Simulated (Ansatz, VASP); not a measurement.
## One calculation of ZnS, two programs

INCAR

```
SYSTEM = ZnS
PREC = Accurate ; ENCUT = 520
EDIFF = 1E-6 ; ISMEAR = -1
SIGMA = 0.03 ; LREAL = .FALSE.
LASPH = .TRUE. ; NELM = 60
ALGO = Normal ; ISIF = 2
LWAVE = .FALSE. ; LCHARG = .FALSE.
GGA = PS ; NBANDS = 26
```

The input KPOINTS:

```
Automatic mesh
0
G
  8 8 5
  0 0 0
```

File POSCAR:

```
ZnS
1.0
    3.8109987816      0.0381099878      0.0381099878
   -1.8724951732      3.2813667647      0.0139492237
    0.0623400000      0.0623400000      6.2340000000
Zn S
2 2
Direct
    0.3333333333      0.6666666667      0.0000000000
    0.6666666667      0.3333333333      0.5000000000
    0.3333333333      0.6666666667      0.3850000000
    0.6666666667      0.3333333333      0.8850000000
```

Input for Ansatz:

```yaml
crystal:
  lattice:
    - [3.8109987816, 0.0381099878, 0.0381099878]
    - [-1.8724951732, 3.2813667647, 0.0139492237]
    - [0.06234, 0.06234, 6.234]
  atoms:
    - { symbol: Zn, position: [0.3333333333, 0.6666666667, 0.0] }
    - { symbol: Zn, position: [0.6666666667, 0.3333333333, 0.5] }
    - { symbol: S, position: [0.3333333333, 0.6666666667, 0.385] }
    - { symbol: S, position: [0.6666666667, 0.3333333333, 0.885] }
kpoints:
  mp_grid: { grid: [8, 8, 5] }
  band_path:
    path:
      - [0.0, 0.0, 0.0]
      - [0.0, -0.5, 0.0]
      - [0.0, 0.0, 0.5]
      - [0.0, 0.0, 0.0]
      - [-0.5, 0.0, 0.0]
      - [-0.5, 0.5, -0.5]
      - [0.0, 0.0, 0.0]
      - [-0.5, 0.0, -0.5]
      - [-0.5, 0.5, 0.0]
    npoints: 5
scf:
  occupations: { method: fermi_dirac, width: 0.03 }
hamiltonian:
  xc: pbesol
  pseudopotentials: { kind: all_electron, lapw: { basis_error: 0.001 } }
output:
  forces: true
  stress: true
  eigenvalues: true
```

Change from the starting cell: equal xy, yz and zx shear strains of +2 %.

Alike in both runs: task single point; functional PBEsol; k mesh 8 × 8 × 5; occupations fermi-dirac, width 0.03 eV; no spin polarisation.

```csv
,VASP,Ansatz
version,VASP 6.6.1,Ansatz 0.2.0
potentials or method,"VASP PAW PBE potentials, release 64 (Zn, S), cutoff 520 eV","all-electron LAPW, scalar-relativistic"
```

|  | VASP | Ansatz | Ansatz less VASP |
| --- | --- | --- | --- |
| gap on the k mesh at the Fermi level (eV) | 2.07 | 2.07 | -0.003 |
| pressure (GPa) | -1.0 | -1.2 | -0.18 |
| traceless stress, the component that is largest in VASP (GPa) | -1.26 | -1.24 | +0.019 |
| rms of the force components (eV/Å) | 0.200 | 0.199 | -0.0018 |

VASP's potentials were made for PBE, not for PBEsol. Atom by atom the forces differ by 0.002 eV/Å (rms over components). Ansatz ran all-electron here, and VASP with PAW potentials.
